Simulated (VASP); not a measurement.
# Pt3C2 (P6/mmm) in VASP: further runs, part 2 of 2

VASP 6.6.1.

## (4) Relaxation of cell and atoms, PBE

This run uses another cell than the first one, of 13.74 Å³/atom.

The input, INCAR:

```
PREC     = Accurate       # precision mode
ENCUT    = 600            # plane-wave cutoff, eV
EDIFF    = 1E-6           # SCF threshold, eV
ISMEAR   = 0              # smearing method
SIGMA    = 0.1            # smearing width, eV
LREAL    = False          # projectors in reciprocal space
LASPH    = True           # aspherical terms in the spheres
NELM     = 100            # most SCF steps
ALGO     = Normal         # electronic algorithm
ISIF     = 3              # what is computed and relaxed
LWAVE    = False          # write WAVECAR
LCHARG   = False          # write CHGCAR
GGA      = PE             # functional
IBRION   = 2              # ionic algorithm
NSW      = 100            # ionic steps
EDIFFG   = -0.01          # ionic threshold
```

The input, KPOINTS:

```
Automatic mesh
0
Gamma
  12 12 14
```

The input, POSCAR:

```
Pt3C2
1.0
    5.4953812137      0.0000000000      0.0000000000
   -2.7476906069      4.7591397346      0.0000000000
    0.0000000000      0.0000000000      2.6269521154
Pt C
3 2
Direct
    0.5000000000      0.0000000000      0.5000000000
    0.0000000000      0.5000000000      0.5000000000
    0.5000000000      0.5000000000      0.5000000000
    0.0000000000      0.0000000000      0.0000000000
    0.0000000000      0.0000000000      0.5000000000
```

Potentials or basis: VASP PAW PBE potentials, release 64 (Pt, C).

Command:

```sh
cat potpaw_PBE.64/Pt/POTCAR potpaw_PBE.64/C/POTCAR > POTCAR
mpirun -np 1 vasp_std > vasp.out
```

OUTCAR:

```text
PREC = Accurate
   ENCUT = 600
   EDIFF = 1E-6
   ISMEAR = 0
   LREAL = False
   LASPH = True
   NELM = 100
   ISIF = 3
   GGA = PE
   IBRION = 2
   NSW = 100
   EDIFFG = -0.01

 ion  position               nearest neighbor table
   1  0.500  0.000  0.500-   5 2.75   5 2.75   2 2.75   2 2.75   3 2.75   3 2.75
   2  0.000  0.500  0.500-   3 2.75   3 2.75   1 2.75   1 2.75   5 2.75   5 2.75
   3  0.500  0.500  0.500-   2 2.75   2 2.75   5 2.75   5 2.75   1 2.75   1 2.75
   4  0.000  0.000  0.000-   5 1.31   5 1.31
   5  0.000  0.000  0.500-   4 1.31   4 1.31   1 2.75   1 2.75   3 2.75   3 2.75   2 2.75   2 2.75

  LATTYP: Found a hexagonal cell.
 ALAT       =     5.4953812137
 C/A-ratio  =     0.4780290963

  Lattice vectors:

 A1 = (   5.4953812137,   0.0000000000,   0.0000000000)
 A2 = (  -2.7476906069,   4.7591397346,   0.0000000000)
 A3 = (   0.0000000000,   0.0000000000,   2.6269521154)

Analysis of symmetry for initial positions (statically):
=====================================================================
 Subroutine PRICEL returns:
 Original cell was already a primitive cell.

 Routine SETGRP: Setting up the symmetry group for a
 hexagonal supercell.
[... 181 lines left out ...]
  --------------------------------------------------------------------------------------
  -------------------------------------------------------------------------------------
  Total        0.0385992      0.0385992     -0.7955682     -0.0000000     -0.0000000     -0.0000000
  in kB        0.9001411      0.9001411    -18.5528047     -0.0000000     -0.0000000     -0.0000000
  external PRESSURE =      -5.5841742 kB  Pullay stress =       0.0000000 kB
[... 104 lines left out ...]
--------------------------------------- Ionic step        4  -------------------------------------------

 number of electron      38.0000002 magnetization

 Free energy of the ion-electron system (eV)
  ---------------------------------------------------
  ext. energy  EPLUGINS =         0.00000000
  ---------------------------------------------------
  free energy    TOTEN  =       -31.47759429 eV

  energy without entropy =      -31.45267609  energy(sigma->0) =      -31.46513519

 E-fermi :   7.8495     XC(G=0): -12.2597

 val. band max:        7.8489194431   @ k =   0.0833   0.0000   0.0000
 cond. band min:       7.8515827369   @ k =   0.4167  -0.0000   0.1429
 fundamental gap:      0.0026632938
 Fermi energy:         7.8494861461

 k-point     1 :       0.0000    0.0000    0.0000
  band No.  band energies     occupation
      1      -9.3855      2.00000
      2      -1.8107      2.00000
      3       0.4042      2.00000
      4       1.0981      2.00000
      5       1.0981      2.00000
      6       2.4153      2.00000
[... 613 lines left out ...]
     22      11.3950      0.00000
     23      11.8083      0.00000

 [... further k-points ...]

------------------------ aborting loop because EDIFF is reached ----------------------------------------

  FORCE on cell =-STRESS in cart. coord.  units (eV):
  Direction    XX          YY          ZZ          XY          YZ          ZX
  --------------------------------------------------------------------------------------
  -------------------------------------------------------------------------------------
  Total       -0.0129977     -0.0129977      0.0136008      0.0000000      0.0000000      0.0000000
  in kB       -0.3031666     -0.3031666      0.3172329      0.0000000      0.0000000      0.0000000
  external PRESSURE =      -0.0963668 kB  Pullay stress =       0.0000000 kB
[... 20 lines left out ...]
  FREE ENERGIE OF THE ION-ELECTRON SYSTEM (eV)
  ---------------------------------------------------
  free  energy   TOTEN  =       -31.4775942891 eV

  energy  without entropy=      -31.4526760903  energy(sigma->0) =      -31.46513519

 reached required accuracy - stopping structural energy minimisation
```

OSZICAR:

```text
N       E                     dE             d eps       ncg     rms          rms(c)
DAV:   1     0.232385221515E+03    0.23239E+03   -0.21569E+04  6992   0.178E+03
DAV:   2    -0.232113421645E+02   -0.25560E+03   -0.24805E+03  8513   0.332E+02
DAV:   3    -0.350215744441E+02   -0.11810E+02   -0.11504E+02  8928   0.651E+01
[... 32 lines left out ...]
DAV:   2    -0.314779450052E+02    0.13910E-02   -0.54447E-03  7573   0.524E-01    0.142E-01
DAV:   3    -0.314776540816E+02    0.29092E-03   -0.96790E-04  8536   0.183E-01    0.582E-02
DAV:   4    -0.314775950801E+02    0.59001E-04   -0.31387E-04  7767   0.112E-01    0.370E-02
DAV:   5    -0.314775949010E+02    0.17913E-06   -0.13620E-05  8219   0.235E-02    0.144E-02
DAV:   6    -0.314775942891E+02    0.61190E-06   -0.19736E-06  5279   0.876E-03
   4 F= -.31477594E+02 E0= -.31465135E+02  d E =-.111595E-03
```

Run time: 4.8 min. Hardware: 1 thread of Intel Xeon 6975P-C (Granite Rapids), shared host; peak memory 0.41 GiB.

What came out:

| Property | Result |
| --- | --- |
| Free energy | -31.4776 eV |
| Relaxed volume | 13.74 Å³/atom |
| Relaxed cell | a = 5.502 Å, b = 5.502 Å, c = 2.620 Å, α = 90.00°, β = 90.00°, γ = 120.00° |
| Space group after relaxing (to 0.1 Å) | P6/mmm (No. 191) |
| Energy gained by relaxing | 0.2 meV/atom |
| Ionic steps | 4 |
| Pressure after relaxing | 0.0 GPa |
| Band gap on the k mesh | zero (bands 19 and 20 overlap by 1.52 eV) |

The path:
| step | energy change (eV) | largest force (eV/Å) | pressure (GPa) | volume (Å³) |
| --- | --- | --- | --- | --- |
| 1 | 0.0000 | 0.0000 | -0.56 | 68.70 |
| 2 | 0.0040 | 0.0000 | 1.97 | 68.23 |
| 3 | -0.0009 | 0.0000 | 0.21 | 68.56 |
| 4 | -0.0010 | 0.0000 | -0.01 | 68.69 |

Final structure:
```cif
data_structure
_symmetry_space_group_name_H-M 'P 1'
_symmetry_Int_Tables_number 1
_cell_length_a 5.5019
_cell_length_b 5.5019
_cell_length_c 2.6202
_cell_angle_alpha 90.000
_cell_angle_beta 90.000
_cell_angle_gamma 120.000
_cell_volume 68.69
loop_
_atom_site_label
_atom_site_type_symbol
_atom_site_fract_x
_atom_site_fract_y
_atom_site_fract_z
_atom_site_occupancy
Pt1 Pt 0.50000 0.00000 0.50000 1
Pt2 Pt 0.00000 0.50000 0.50000 1
Pt3 Pt 0.50000 0.50000 0.50000 1
C1 C 0.00000 0.00000 0.00000 1
C2 C 0.00000 0.00000 0.50000 1
```

Levels at points of the mesh, in eV from the Fermi level:
```tsv
k point	band 16	band 17	band 18	band 19	band 20	band 21	band 22	band 23
(0.00, 0.00, 0.00)	-0.89	0.19	0.21	0.35	0.35	0.93	4.52	4.52
(0.50, 0.00, 0.00)	-0.54	-0.51	-0.39	-0.31	-0.13	0.31	2.52	3.87
(0.00, 0.00, 0.50)	-0.79	0.29	0.29	0.58	1.12	1.78	1.78	4.94
(0.50, 0.00, 0.50)	-1.31	-0.94	-0.02	0.75	1.70	1.71	3.95	4.64
```

Caveat: spin-orbit coupling is left out, which moves the levels of the heavy elements.

## (5) Overview

```tsv
task	cell	k mesh	cutoff (eV)	gap on the mesh (eV)	pressure (GPa)
single point	a = 5.492, b = 5.492, c = 2.610 Å, angles 90.0, 90.0, 120.0°, 5 atoms	6 × 6 × 4	520	none	-0.3
single point	a = 5.506, b = 5.506, c = 2.621 Å, angles 90.0, 90.0, 120.0°, 5 atoms	12 × 12 × 14	520	none	-0.3
relaxation of cell and atoms	relaxed from a = 5.495, b = 5.495, c = 2.627 Å, angles 90.0, 90.0, 120.0°, 5 atoms	12 × 12 × 14	600	none	0.0
```

Alike in all rows: level PBE; potentials or basis VASP PAW PBE potentials, release 64 (Pt, C); no spin polarisation; smearing gaussian 0.1 eV.

Caveats: some runs use coarse meshes; spin-orbit coupling is left out, which moves the levels of the heavy elements.

Total energies depend on the potentials used, so only differences within one code and one set of settings carry meaning.

The gap in the log of VASP goes by the Fermi energy; the results here count the filled bands.